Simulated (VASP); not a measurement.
# Mg (I4_1/amd) in VASP: single point with PBEsol

Aim: the single point of Mg with PBEsol.

All numbers are computed with VASP 6.6.1; they aren't measurements. Logs are shortened: lines on timing, memory, paths and dates and some standing lists are left out, and cuts for length are marked.

## (1) The cell of the first run

The structure is tetragonal, space group I4_1/amd (No. 141). The conventional cell has a = 5.524 Å, b = 5.524 Å, c = 3.014 Å, α = 90.00°, β = 90.00°, γ = 90.00°. Mg (site symmetry -4m2) has 10 Mg at 2.86 to 3.57 Å within 3.8 Å.

## (2) Single point, PBEsol

Contents of INCAR:

```
SYSTEM = Mg
PREC = Accurate
ENCUT = 520
EDIFF = 1E-6
ISMEAR = 0
SIGMA = 0.1
LREAL = .False.
LASPH = .True.
NELM = 100
ALGO = Normal
ISIF = 2
LWAVE = .False.
LCHARG = .False.
GGA = PS
NBANDS = 9
```

Contents of KPOINTS:

```
regular mesh
0
Gamma
  6 6 6
  0 0 0
```

Contents of POSCAR:

```
Mg
1.0
   -2.7622123588      2.7622123588      1.5068378307
    2.7622123588     -2.7622123588      1.5068378307
    2.7622123588      2.7622123588     -1.5068378307
Mg
2
Direct
    0.0000000000      0.0000000000      0.0000000000
    0.7500000000      0.2500000000      0.5000000000
```

Potentials or basis: VASP PAW PBE potentials, release 64 (Mg).

The run is started by

```sh
> cat potpaw_PBE.64/Mg/POTCAR > POTCAR
> mpirun -np 1 vasp_std > vasp.out
```

OUTCAR:

```text
SYSTEM = Mg
   PREC = Accurate
   ENCUT = 520
   EDIFF = 1E-6
   ISMEAR = 0
   LREAL = .False.
   LASPH = .True.
   NELM = 100
   ISIF = 2
   GGA = PS

 ion  position               nearest neighbor table
   1  0.000  0.000  0.000-   2 2.86   2 2.86   2 2.86   2 2.86   2 3.57   2 3.57   2 3.57   2 3.57

   2  0.750  0.250  0.500-   1 2.86   1 2.86   1 2.86   1 2.86   1 3.57   1 3.57   1 3.57   1 3.57

  LATTYP: Found a body centered tetragonal cell.
 ALAT       =     5.5244247176
 C/A-ratio  =     0.5455184595

  Lattice vectors:

 A1 = (  -2.7622123588,   2.7622123588,   1.5068378307)
 A2 = (   2.7622123588,  -2.7622123588,   1.5068378307)
 A3 = (   2.7622123588,   2.7622123588,  -1.5068378307)

Analysis of symmetry for initial positions (statically):
=====================================================================
 Subroutine PRICEL returns:
 Original cell was already a primitive cell.

 Routine SETGRP: Setting up the symmetry group for a
 body centered tetragonal supercell.

 Subroutine GETGRP returns: Found 16 space group operations
 (whereof  8 operations were pure point group operations)
 out of a pool of 16 trial point group operations.

The static configuration has the point symmetry D_2d.
 The point group associated with its full space group is D_4h.

Analysis of symmetry for dynamics (positions and initial velocities):
=====================================================================
 Subroutine PRICEL returns:
 Original cell was already a primitive cell.

 Routine SETGRP: Setting up the symmetry group for a
 body centered tetragonal supercell.

 Subroutine GETGRP returns: Found 16 space group operations
 (whereof  8 operations were pure point group operations)
 out of a pool of 16 trial point group operations.

The dynamic configuration has the point symmetry D_2d.
 The point group associated with its full space group is D_4h.

 Subroutine INISYM returns: Found 16 space group operations
 (whereof  8 operations are pure point group operations),
 and found     1 'primitive' translations

----------------------------------------------------------------------------------------

                                     Primitive cell

  volume of cell :      45.9876

  direct lattice vectors                    reciprocal lattice vectors
    -2.762212359  2.762212359  1.506837831     0.000000000  0.181014323  0.331820711
     2.762212359 -2.762212359  1.506837831     0.181014323  0.000000000  0.331820711
     2.762212359  2.762212359 -1.506837831     0.181014323  0.181014323  0.000000000

  length of vectors
     4.186907508  4.186907508  4.186907508     0.377983028  0.377983028  0.255992911

  position of ions in fractional coordinates (direct lattice)
     0.000000000  0.000000000  0.000000000
     0.750000000  0.250000000  0.500000000

  ion indices of the primitive-cell ions
   primitive index   ion index
                 1           1
                 2           2

----------------------------------------------------------------------------------------

 KPOINTS: regular mesh

Automatic generation of k-mesh.
 Grid dimensions read from file:
 generate k-points for:    6    6    6

 Generating k-lattice:

  Cartesian coordinates                     Fractional coordinates (reciprocal lattice)
     0.000000000  0.030169054  0.055303452     0.166666667  0.000000000  0.000000000
     0.030169054  0.000000000  0.055303452     0.000000000  0.166666667  0.000000000
     0.030169054  0.030169054  0.000000000     0.000000000  0.000000000  0.166666667

  Length of vectors
     0.062997171  0.062997171  0.042665485

  Shift w.r.t. Gamma in fractional coordinates (k-lattice)
     0.000000000  0.000000000  0.000000000

 Subroutine IBZKPT returns following result:
 ===========================================

 Found     30 irreducible k-points:

 Following reciprocal coordinates:
            Coordinates               Weight
  0.000000  0.000000  0.000000      1.000000
  0.166667  0.000000 -0.000000      8.000000
  0.333333  0.000000 -0.000000      8.000000
  0.500000  0.000000  0.000000      4.000000
  0.166667  0.166667 -0.000000      8.000000
  0.333333  0.166667 -0.000000     16.000000
[... 16 lines left out ...]
 -0.333333 -0.333333  0.166667      8.000000
 -0.166667 -0.333333  0.166667      8.000000
 [... further k-points ...]
   k-points           NKPTS =     30   k-points in BZ     NKDIM =     30   number of bands    NBANDS=      9
   number of dos      NEDOS =    301   number of ions     NIONS =      2
   total plane-waves  NPLWV =  32768
   dimension x,y,z NGX =    32 NGY =   32 NGZ =   32
   dimension x,y,z NGXF=    64 NGYF=   64 NGZF=   64
   ions per type =               2
   NGX,Y,Z   is equivalent  to a cutoff of  12.71, 12.71, 12.71 a.u.
   NGXF,Y,Z  is equivalent  to a cutoff of  25.41, 25.41, 25.41 a.u.
 SYSTEM =  Mg
   PREC   = accura    normal or accurate (medium, high low for compatibility)
   ISTART =      0    job   : 0-new  1-cont  2-samecut
   ICHARG =      2    charge: 1-file 2-atom 10-const
   ISPIN  =      1    spin polarized calculation?
   LNONCOLLINEAR =      F non collinear calculations
   LSORBIT =      F    spin-orbit coupling
   LASPH  =      T    aspherical Exc in radial PAW
   ENCUT  =  520.0 eV  38.22 Ry    6.18 a.u.   7.78  7.78  7.78*2*pi/ulx,y,z
   NELM   =    100;   NELMIN=  2; NELMDL= -5     # of ELM steps
   EDIFF  = 0.1E-05   stopping-criterion for ELM
   LREAL  =      F    real-space projection
   EDIFFG = 0.1E-04   stopping-criterion for IOM
   NSW    =      0    number of steps for IOM
   IBRION =     -1    ionic relax: 0-MD 1-quasi-New 2-CG
   NFREE  =      0    steps in history (QN), initial steepest desc. (CG)
   ISIF   =      2    stress and relaxation
   ISYM   =      2    0-nonsym 1-usesym 2-fastsym
   POTIM  = 0.5000    time-step for ionic-motion
   TEBEG  =    0.0;   TEEND  =   0.0 temperature during run
   PSTRESS=    0.0 pullay stress
   NELECT =       4.0000    total number of electrons
   NUPDOWN=      -1.0000    fix difference up-down
   EMIN   =  10.00;   EMAX   =-10.00  energy-range for DOS
   EFERMI =   0.00;   METHOD = LEGACY
   ISMEAR =     0;   SIGMA  =   0.10  broadening in eV -4-tet -1-fermi 0-gaus
   EFERMI_NEDOS =   21; number of points for ismear=-14 and -15
   IALGO  =     38    algorithm
   IMIX   =      4    mixing-type and parameters
     AMIX     =   0.40;   BMIX     =  1.00
     AMIX_MAG =   1.60;   BMIX_MAG =  1.00
  volume/ion in A,a.u.               =      22.99       155.17
  Fermi-wavevector in a.u.,A,eV,Ry     =   0.725351  1.370714  7.158480  0.526133
  Thomas-Fermi vector in A             =   1.816050
   LORBIT       =      0    0 simple, 1 ext, 2 COOP (PROOUT), +10 PAW based schemes
   GGA     = PS    functional components
   LHFCALC =     F    Hartree Fock is set to
   AEXX    =    0.0000 exact exchange contribution
   IVDW    =     0    specifies the selected vdW correction
   LEPSILON=     F    determine dielectric tensor
   LRPA    =     F    only Hartree local field effects (RPA)
 non-spin polarized calculation
 Gauss-broadening in eV      SIGMA  =   0.10
  energy-cutoff  :      520.00
  volume of cell :       45.99
 maximum number of plane-waves:      1258
   NGX = 15   NGY = 15   NGZ = 15

 number of electron       4.0000000 magnetization

 Free energy of the ion-electron system (eV)
  ---------------------------------------------------
  ext. energy  EPLUGINS =         0.00000000
  ---------------------------------------------------
  free energy    TOTEN  =        -2.85444521 eV

  energy without entropy =       -2.84905717  energy(sigma->0) =       -2.85175119

 E-fermi :   2.5988     XC(G=0):  -8.5200

 val. band max:        2.5875607946   @ k =  -0.3333   0.5000   0.3333
 cond. band min:       2.6200147610   @ k =  -0.1667   0.5000   0.1667
 fundamental gap:      0.0324539664
 Fermi energy:         2.5988211748

 k-point     1 :       0.0000    0.0000    0.0000
  band No.  band energies     occupation
      1      -4.3513      2.00000
      2       4.5608      0.00000
      3       4.5608      0.00000
      4       5.4527      0.00000
      5       6.0295      0.00000
      6      12.0465      0.00000
      7      13.4189      0.00000
      8      14.3638      0.00000
      9      14.3638      0.00000

 k-point     2 :       0.1667    0.0000   -0.0000
  band No.  band energies     occupation
      1      -3.7541      2.00000
      2       3.9618      0.00000
      3       4.1376      0.00000
      4       7.1554      0.00000
      5       7.2517      0.00000
      6       9.9804      0.00000
      7      10.8039      0.00000
      8      11.3043      0.00000
      9      12.1649      0.00000

 k-point     3 :       0.3333    0.0000   -0.0000
  band No.  band energies     occupation
      1      -1.9844      2.00000
      2       4.1164      0.00000
      3       4.2182      0.00000
      4       4.8884      0.00000
      5       7.7504      0.00000
      6       7.7690      0.00000
      7      10.3402      0.00000
      8      10.4020      0.00000
      9      10.7214      0.00000

 k-point     4 :       0.5000    0.0000    0.0000
  band No.  band energies     occupation
      1       0.7739      2.00000
      2       1.0237      2.00000
      3       5.0706      0.00000
      4       5.1414      0.00000
      5       5.6323      0.00000
      6       6.2206      0.00000
      7      10.1816      0.00000
      8      10.1831      0.00000
      9      14.1052      0.00000
[... 205 lines left out ...]
 k-point    22 :      -0.1667    0.5000    0.1667
  band No.  band energies     occupation
      1      -0.3902      2.00000
      2       2.6200      0.76439
      3       2.7356      0.05303
      4       3.4103      0.00000
      5       5.7308      0.00000
      6       9.2438      0.00000
      7       9.6873      0.00000
      8      14.6095      0.00000
      9      14.7392      0.00000

 k-point    23 :      -0.3333   -0.3333    0.1667
  band No.  band energies     occupation
      1       0.9130      2.00000
      2       0.9157      2.00000
      3       3.0111      0.00000
      4       3.9567      0.00000
      5       4.1165      0.00000
      6       9.2107      0.00000
      7      11.3845      0.00000
      8      13.0178      0.00000
      9      15.2444      0.00000

 k-point    24 :      -0.1667   -0.3333    0.1667
  band No.  band energies     occupation
      1      -0.1555      2.00000
      2       2.9619      0.00000
      3       4.3556      0.00000
      4       4.5570      0.00000
      5       5.8782      0.00000
      6       7.3767      0.00000
      7       7.8746      0.00000
      8      10.6694      0.00000
      9      11.6846      0.00000

 [... further k-points ...]

------------------------ aborting loop because EDIFF is reached ----------------------------------------

  FORCE on cell =-STRESS in cart. coord.  units (eV):
  Direction    XX          YY          ZZ          XY          YZ          ZX
  --------------------------------------------------------------------------------------
  -------------------------------------------------------------------------------------
  Total        1.4287690      1.4287690     -0.5050270      0.0000000      0.0000000      0.0000000
  in kB       49.7773736     49.7773736    -17.5948099      0.0000000      0.0000000      0.0000000
  external PRESSURE =      27.3199791 kB  Pullay stress =       0.0000000 kB

 VOLUME and BASIS-vectors are now :
 -----------------------------------------------------------------------------
  energy-cutoff  :      520.00
  volume of cell :       45.99
      direct lattice vectors                 reciprocal lattice vectors
    -2.762212359  2.762212359  1.506837831     0.000000000  0.181014323  0.331820711
     2.762212359 -2.762212359  1.506837831     0.181014323  0.000000000  0.331820711
     2.762212359  2.762212359 -1.506837831     0.181014323  0.181014323  0.000000000

 POSITION                                       TOTAL-FORCE (eV/Angst)
 -----------------------------------------------------------------------------------
      0.00000      0.00000      0.00000        -0.000000      0.000000     -0.000000
     -0.00000      2.76221      0.75342         0.000000     -0.000000      0.000000
 -----------------------------------------------------------------------------------
    total drift:                               -0.000000     -0.000000     -0.000000

  FREE ENERGIE OF THE ION-ELECTRON SYSTEM (eV)
  ---------------------------------------------------
  free  energy   TOTEN  =        -2.8544452113 eV

  energy  without entropy=       -2.8490571663  energy(sigma->0) =       -2.85175119
```

Run time: 17 s. Hardware: 1 thread of AMD EPYC 7R43 (Zen 3), shared host; peak memory 0.14 GiB.

What came out:

| Property | Result |
| --- | --- |
| Free energy | -2.8544 eV |
| Pressure | 2.7 GPa |
| Band gap on the k mesh | zero (band 2 reaches 6.08 eV, above the bottom of band 3 at 0.52 eV) |

Stress tensor (GPa, compression positive):
```
 4.98  0.00  0.00
 0.00  4.98  0.00
 0.00  0.00 -1.76
```

Caveat: the k points lie up to 0.40 Å⁻¹ apart; the PAW data sets were made with another functional, which shifts forces and pressure a little.
